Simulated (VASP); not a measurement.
A run of VASP 6.6.1 is set up as follows.

INCAR

```
SYSTEM = Au16Cl
PREC = Accurate
ENCUT = 520
EDIFF = 1E-6
ISMEAR = 0
SIGMA = 0.05
LREAL = Auto
LASPH = .TRUE.
NELM = 100
ALGO = Normal
ISIF = 2
LWAVE = .FALSE.
LCHARG = .TRUE.
GGA = PE
LELF = .TRUE.
LVHAR = .TRUE.
NBANDS = 106
```

KPOINTS

```
regular mesh
0
G
  2 3 1
  0 0 0
```

File POSCAR:

```
Au16Cl
1.0
    8.1600000000      0.0000000000      0.0000000000
    0.0000000000      5.7699910000      0.0000000000
    0.0000000000      0.0000000000     16.3274940000
Au Cl
16 1
Direct
    0.2500000000      0.2500000433      0.0612463860
    0.7500000000      0.2500000433      0.0612463860
    0.2500000000      0.7499999567      0.0612463860
    0.7500000000      0.7499999567      0.0612463860
   -0.0007585784     -0.0022519966      0.1389932834
    0.5019162990     -0.0021840589      0.1395258819
   -0.0022589461      0.4977477435      0.1399430923
    0.5022611520      0.4977447972      0.1402140463
   -0.0587210784      0.2383859871      0.2916639259
    0.5630682598      0.2383504584      0.2919453530
   -0.0500116422      0.7391865949      0.2908116824
    0.5525417892      0.7393020197      0.2911668502
   -0.2479096814     -0.0235780264      0.4063120158
    0.2511555147     -0.0033604905      0.2616225123
   -0.2504096814      0.4680749069      0.4059211414
    0.2508215686      0.4913468669      0.2611914602
   -0.2250599265      0.6746821615      0.5322329318
```

Potentials or basis: VASP PAW PBE potentials, release 64 (Au, Cl).

Launch:

```bash
$ cat potpaw_PBE.64/Au/POTCAR potpaw_PBE.64/Cl/POTCAR > POTCAR
$ mpirun -np 1 vasp_std > vasp.out
```

Task: Predict the largest force.

Result: 0.417 eV/Å.

Task: Estimate the band gap on the k mesh.

Result: Zero (an odd number of electrons rules out a gap without spin polarisation).

Forces in eV/Å, atoms in the order of the input:
```
Au   0.005 -0.005 -0.086
Au  -0.005 -0.012  0.106
Au   0.016 -0.049 -0.062
Au  -0.009 -0.045  0.120
Au   0.003 -0.005 -0.002
Au   0.001 -0.006  0.002
Au   0.001 -0.005  0.003
Au  -0.001 -0.005  0.008
Au  -0.015 -0.038  0.007
Au   0.027 -0.040  0.013
Au   0.005 -0.017 -0.004
Au  -0.004 -0.017  0.001
Au   0.005 -0.046  0.059
Au  -0.001 -0.009  0.001
Au   0.001 -0.060  0.006
Au   0.000 -0.020  0.004
Cl  -0.028  0.378 -0.174
```

Caveat: the k points lie up to 0.38 Å⁻¹ apart, too coarse for converged energies and pressures of a metal; there is no dipole correction, which matters where the two faces differ; spin-orbit coupling is left out, which moves the levels of the heavy elements; an odd number of electrons without spin polarisation forces a metal; a magnetic or distorted state may lie lower.
